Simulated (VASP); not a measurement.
Write the native input for VASP 6.6.1 that does the following.

| Item | Value |
| --- | --- |
| Task | single point |
| Functional | LDA |
| Potentials or basis | VASP PAW LDA potentials, release 64 (Y_sv, Tl_d) |
| Cutoff | 520 eV |
| k mesh | 11 × 11 × 11 |
| Occupations | fermi-dirac, width 0.08 eV |
| Spin | no spin polarisation |
| Dipole correction | no |
| Further INCAR settings | ALGO = Normal; EDIFF = 1e-07; NBANDS = 19 |

The structure of YTl lies in POSCAR:

```
YTl
1.0
    3.6744274938      0.0000000000      0.0000000000
    0.0000000000      3.6744274938      0.0000000000
    0.0000000000      0.0000000000      3.6744274938
Y Tl
1 1
Direct
    0.5000000000      0.5000000000      0.5000000000
    0.0000000000      0.0000000000      0.0000000000
```

These files were run (other wordings do the same):

INCAR

```
SYSTEM = YTl
ALGO = Normal
EDIFF = 1E-7
ENCUT = 520
GGA = CA
ISIF = 2
ISMEAR = -1
LASPH = .TRUE.
LCHARG = .TRUE.
LELF = .TRUE.
LREAL = .FALSE.
LVHAR = .TRUE.
LWAVE = .FALSE.
NBANDS = 19
NELM = 60
PREC = Accurate
SIGMA = 0.08
```

KPOINTS

```
k-points
0
G
  11 11 11
  0 0 0
```

Potentials or basis: VASP PAW LDA potentials, release 64 (Y_sv, Tl_d).

Run with:

```bash
$ cat potpaw_LDA.64/Y_sv/POTCAR potpaw_LDA.64/Tl_d/POTCAR > POTCAR
$ mpirun -np 1 vasp_std > vasp.out
```

It gave:

- Pressure: 1.1 GPa
- Band gap on the k mesh: zero (bands 12 and 13 overlap by 2.26 eV)

Caveat: spin-orbit coupling is left out, which moves the levels of the heavy elements.

Wall time 24 s on 1 thread of AMD EPYC 9R45 96-Core Processor (Zen 5), on a shared host, peak memory 0.16 GiB.
